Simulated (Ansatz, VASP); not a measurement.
Two plane-wave programs on PbO2

```xyz
6
Lattice="4.9950 0.0000 0.0000 0.0000 4.9950 0.0000 0.0000 0.0000 3.4090" Properties=species:S:1:pos:R:3 pbc="T T T"
Pb    2.4975    2.4975    1.7045
Pb    0.0000    0.0000    0.0000
O     3.4594    3.4594    0.0000
O     4.0331    0.9619    1.7045
O     0.9619    4.0331    1.7045
O     1.5356    1.5356    0.0000
```

Alike in both runs: functional LDA; k mesh 5 × 5 × 6; occupations fermi-dirac, width 0.05 eV; no spin polarisation.

|  | VASP | Ansatz |
| --- | --- | --- |
| version | VASP 6.6.1 | Ansatz 0.2.0 |
| potentials or method | VASP PAW LDA potentials, release 64 (Pb_d, O) | Ansatz PAW |
| plane-wave cutoff (eV) | 520 | 420 |
| valence electrons in the cell | 52 | 52 |
| task | single point | band structure |

VASP gave:

```
pressure (GPa)                                                : -3.7
traceless stress, the component that is largest in VASP (GPa) : -0.28
rms of the force components (eV/Å)                            : 0.020
```

Task: Estimate Ansatz's values.

Result: Pressure (GPa): -4.0; traceless stress, the component that is largest in VASP (GPa): -0.45; rms of the force components (eV/Å): 0.026.

LDA's correlation is that of Perdew and Zunger in VASP and of Perdew and Wang (1992) in Ansatz. Atom by atom the forces differ by 0.006 eV/Å (rms over components).

Neither program's run includes spin-orbit coupling.
